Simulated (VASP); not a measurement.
Here is a VASP 6.6.1 calculation.

The input INCAR:

```
PREC = Accurate ; ENCUT = 520
EDIFF = 1E-7 ; ISMEAR = 1
SIGMA = 0.03 ; LREAL = F
LASPH = T ; NELM = 60
ALGO = Normal ; ISIF = 2
LWAVE = F ; LCHARG = T
GGA = PE ; LELF = T
LVHAR = T ; NBANDS = 10
```

File KPOINTS:

```
regular mesh
0
Gamma
  7 7 7
```

The input POSCAR:

```
Cs
1.0
   -3.0771709509      3.0771709509      3.0771709509
    3.0771709509     -3.0771709509      3.0771709509
    3.0771709509      3.0771709509     -3.0771709509
Cs
1
Direct
    0.0000000000      0.0000000000      0.0000000000
```

Potentials or basis: VASP PAW PBE potentials, release 64 (Cs_sv).

The run is started by

```sh
$ cat potpaw_PBE.64/Cs_sv/POTCAR > POTCAR
$ mpirun -np 1 vasp_std > vasp.out
```

(1) What does it give for the pressure?

(2) What does it give for the band gap on the k mesh?

Answers

(1) 0.0 GPa.

(2) zero (an odd number of electrons rules out a gap without spin polarisation).

Caveat: spin-orbit coupling is left out, which moves the levels of the heavy elements.
